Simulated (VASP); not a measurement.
A run of VASP 6.6.1:

The input INCAR:

```
SYSTEM = Ge
PREC = Accurate
ENCUT = 520
EDIFF = 1E-6
ISMEAR = 0
SIGMA = 0.1
LREAL = .False.
LASPH = .True.
NELM = 60
ALGO = Normal
ISIF = 2
LWAVE = .False.
LCHARG = .False.
LDIPOL = .True.
IDIPOL = 3
DIPOL = 0.5 0.5 0.500
GGA = CA
NBANDS = 21
```

KPOINTS

```
Automatic mesh
0
Gamma
  12 12 1
  0 0 0
```

The input POSCAR:

```
Ge
1.0
    3.9580000000      0.0000000000      0.0000000000
   -1.9790000000      3.4277285482      0.0000000000
    0.0000000000      0.0000000000     28.0000000000
Ge
2
Direct
    0.3333333333      0.6666666667      0.5051071429
    0.6666666667      0.3333333333      0.4948928571
```

Potentials or basis: VASP PAW LDA potentials, release 64 (Ge_d).

The run is started by

```sh
$ cat potpaw_LDA.64/Ge_d/POTCAR > POTCAR
$ mpirun -np 1 vasp_std > vasp.out
```

Hardware: 1 thread of Intel Xeon 6975P-C, with other jobs on the host.

How long does it take, and how much memory?

Run time: 4.5 min on 1 thread of Intel Xeon 6975P-C, with other jobs on the host, peak memory 0.4 GiB. Counts: scf iterations 21, k points 19.
